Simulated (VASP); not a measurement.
Write the native input for VASP 6.6.1 that does the following.

```yaml
Task: single point
Functional: PBE
Potentials_or_basis: VASP PAW PBE potentials, release 64 (P, N)
Cutoff: 520 eV
k_mesh: 4 × 10 × 4
Occupations: gaussian, width 0.1 eV
Spin: no spin polarisation
Dipole_correction: no
Further_INCAR_settings: ALGO = Normal; EDIFF = 1e-07; NBANDS = 26
```

The structure of P5N2 lies in POSCAR:

```
P5N2
1.0
    4.7114530875      0.0000000000     -0.3320252981
    0.0000000000      2.5914548318      0.0000000000
   -1.5158422964      0.0000000000      7.4592027843
P N
5 2
Direct
    0.2379883373      0.0000000000      0.5896612660
    0.7620116627      0.0000000000      0.4103387340
    0.7805564178      0.0000000000      0.7718473446
    0.2194435822      0.0000000000      0.2281526554
    0.5000000000      0.0000000000      0.0000000000
    0.1554804578      0.0000000000      0.7954454125
    0.8445195422      0.0000000000      0.2045545875
```

The input as run:

INCAR

```
SYSTEM = P5N2
ALGO = Normal
EDIFF = 1E-7
ENCUT = 520
GGA = PE
ISIF = 2
ISMEAR = 0
LASPH = .TRUE.
LCHARG = .FALSE.
LREAL = .FALSE.
LWAVE = .FALSE.
NBANDS = 26
NELM = 60
PREC = Accurate
SIGMA = 0.1
```

KPOINTS

```
k-points
0
G
  4 10 4
  0 0 0
```

Potentials or basis: VASP PAW PBE potentials, release 64 (P, N).

Launch:

```bash
$ cat potpaw_PBE.64/P/POTCAR potpaw_PBE.64/N/POTCAR > POTCAR
$ mpirun -np 1 vasp_std > vasp.out
```

It gave:

```yaml
Pressure: -0.3 GPa
Largest_force: 0.086 eV/Å
```

Run time: 70 s on 1 thread of AMD EPYC 9R45 96-Core Processor (Zen 5), with other jobs on the host, peak memory 0.23 GiB.
